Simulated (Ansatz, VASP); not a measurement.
SnO2 in VASP and in Ansatz

The input POSCAR:

```
SnO2
1.0
    4.5460067358      0.0000000000      0.0000000000
    0.0000000000      4.5460067358      0.0000000000
    0.0000000000      0.0000000000      3.2005650988
Sn O
2 4
Direct
    0.0000000000      0.0000000000      0.0000000000
    0.5000000000      0.5000000000      0.5000000000
    0.3058934984      0.3058934984      0.0000000000
    0.1941065016      0.8058934984      0.5000000000
    0.6941065016      0.6941065016      0.0000000000
    0.8058934984      0.1941065016      0.5000000000
```

INCAR.step1

```
PREC     = Accurate       # precision mode
ENCUT    = 520            # plane-wave cutoff, eV
ISMEAR   = 0              # smearing method
SIGMA    = 0.05           # smearing width, eV
LREAL    = F              # projectors in reciprocal space
LASPH    = T              # aspherical terms in the spheres
NELM     = 60             # most SCF steps
NBANDS   = 35             # bands
GGA      = PE             # functional
ALGO     = Normal         # electronic algorithm
EDIFF    = 1E-4           # SCF threshold, eV
LWAVE    = T              # write WAVECAR
LCHARG   = F              # write CHGCAR
```

INCAR.step2

```
PREC     = Accurate       # precision mode
ENCUT    = 520            # plane-wave cutoff, eV
EDIFF    = 1E-6           # SCF threshold, eV
ISMEAR   = 0              # smearing method
SIGMA    = 0.05           # smearing width, eV
LREAL    = F              # projectors in reciprocal space
LASPH    = T              # aspherical terms in the spheres
NELM     = 60             # most SCF steps
ALGO     = Normal         # electronic algorithm
ISIF     = 2              # what is computed and relaxed
LWAVE    = F              # write WAVECAR
LCHARG   = T              # write CHGCAR
METAGGA  = R2SCAN         # meta-GGA
LMIXTAU  = T            
LELF     = T              # ELF
LVHAR    = T            
NBANDS   = 35             # bands
ISTART   = 1
```

KPOINTS

```
Automatic mesh
0
Gamma
  6 6 8
```

Input for Ansatz:

```yaml
crystal:
  lattice:
    - [4.5460067378, 0.0, 0.0]
    - [0.0, 4.5460067378, 0.0]
    - [0.0, 0.0, 3.2005650981]
  atoms:
    - { symbol: Sn, position: [0.0, 0.0, 0.0] }
    - { symbol: Sn, position: [0.5, 0.5, 0.5] }
    - { symbol: O, position: [0.3058934983, 0.3058934983, 0.0] }
    - { symbol: O, position: [0.1941065017, 0.8058934983, 0.5] }
    - { symbol: O, position: [0.6941065017, 0.6941065017, 0.0] }
    - { symbol: O, position: [0.8058934983, 0.1941065017, 0.5] }
basis:
  ecutwfc: 500
kpoints:
  mp_grid: { grid: [6, 6, 8] }
hamiltonian:
  xc: r2scan
scf:
  occupations: { method: gaussian, width: 0.05 }
output:
  forces: true
  stress: true
  eigenvalues: true
```

Change from the starting cell: strain -0.0450 x Voigt [1, 1, 0, 0, 0, 0], atoms carried along.

Alike in both runs: task single point; functional r2SCAN; k mesh 6 × 6 × 8; occupations gaussian, width 0.05 eV; no spin polarisation.

|  | VASP | Ansatz |
| --- | --- | --- |
| version | VASP 6.6.1 | Ansatz 0.2.0 |
| potentials or method | VASP PAW PBE potentials, release 64 (Sn_d, O), cutoff 520 eV | scalar-relativistic, plane waves, PAW |
| valence electrons in the cell | 52 | 52 |

|  | VASP | Ansatz | Ansatz less VASP |
| --- | --- | --- | --- |
| gap on the k mesh at the Fermi level (eV) | 2.84 | 2.80 | -0.037 |
| least direct gap on the mesh (eV) | 2.84 | 2.80 | -0.037 |
| pressure (GPa) | 24.3 | 22.6 | -1.64 |
| traceless stress, the component that is largest in VASP (GPa) | -4.51 | -4.69 | -0.184 |
| rms of the force components (eV/Å) | 0.021 | 0.021 | -0.0004 |

VASP's potentials were made for PBE, not for r2SCAN. Atom by atom the forces differ by 0.000 eV/Å (rms over components). The functional is the same, so the differences come from potentials, cutoffs and numerics.
